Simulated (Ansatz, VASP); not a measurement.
**Two plane-wave programs on TiSi2**

```
Ti Si
1.0
     1.75122   -6.62249    0.00000
     1.75122    6.62249    0.00000
     0.00000    0.00000    3.53810
Ti Si
2 4
Direct
  0.89783 0.10217 0.75000
  0.10217 0.89783 0.25000
  0.56034 0.43966 0.75000
  0.43966 0.56034 0.25000
  0.24961 0.75039 0.75000
  0.75039 0.24961 0.25000
```

Alike in both runs: functional PBE; dispersion D3(BJ); k mesh 12 × 12 × 10; occupations gaussian, width 0.1 eV; no spin polarisation.

Ansatz relaxed the structure, and its values are those at the end. VASP's run is a single point on that final structure, the one shown.

|  | VASP | Ansatz |
| --- | --- | --- |
| version | VASP 6.6.1 | Ansatz 0.2.0 |
| potentials or method | VASP PAW PBE potentials, release 64 (Ti_sv, Si), cutoff 500 eV | scalar-relativistic, plane waves, PAW |
| valence electrons in the cell | 40 | 40 |

VASP gave:

| Item | Value |
| --- | --- |
| gap on the k mesh at the Fermi level (eV) | none |
| pressure (GPa) | 0.0 |
| rms of the force components (eV/Å) | 0.001 |

Task: Estimate Ansatz's values.

Result: gap on the k mesh at the Fermi level (eV): none; pressure (GPa): 0.0; rms of the force components (eV/Å): 0.005.

A gap of «none» marks a metal or a gap that the smearing closes.
